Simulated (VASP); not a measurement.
Write the native input for VASP 6.6.1 that does the following.

* Task: single point
* Functional: LDA
* Potentials or basis: VASP PAW LDA potentials, release 64 (Zn, O)
* Cutoff: 520 eV
* k mesh: 12 × 12 × 7
* Occupations: fermi-dirac, width 0.05 eV
* Spin: no spin polarisation
* Dipole correction: no
* Further INCAR settings: ALGO = Normal; EDIFF = 1e-06; NBANDS = 26

The structure of ZnO lies in POSCAR:

```
ZnO
1.0
    3.2373510235      0.0000000000      0.0000000000
   -1.6186755117      2.8036282273      0.0000000000
    0.0000000000      0.0000000000      5.2220613000
Zn O
2 2
Direct
    0.6666666700      0.3333333300      0.5005917000
    0.3333333300      0.6666666700      0.0005917000
    0.6666666700      0.3333333300      0.8778033474
    0.3333333300      0.6666666700      0.3797183000
```

One way to write it, as run:

INCAR

```
SYSTEM = ZnO
  PREC = Accurate
  ENCUT = 520
  EDIFF = 1E-6
  ISMEAR = -1
  SIGMA = 0.05
  LREAL = .False.
  LASPH = .True.
  NELM = 60
  ALGO = Normal
  ISIF = 2
  LWAVE = .False.
  LCHARG = .False.
  NBANDS = 26
```

KPOINTS

```
regular mesh
0
Gamma
  12 12 7
  0 0 0
```

Potentials or basis: VASP PAW LDA potentials, release 64 (Zn, O).

Command:

```console
$ cat potpaw_LDA.64/Zn/POTCAR potpaw_LDA.64/O/POTCAR > POTCAR
$ mpirun -np 1 vasp_std > vasp.out
```

It gave:

```
Pressure               : -5.5 GPa
Largest force          : 0.111 eV/Å
Band gap on the k mesh : 0.74 eV, direct
```

Run time: 100 s on 1 thread of Intel(R) Xeon(R) Platinum 8259CL CPU @ 2.50GHz (Skylake/Cascade Lake), with other jobs on the host, peak memory 0.22 GiB.
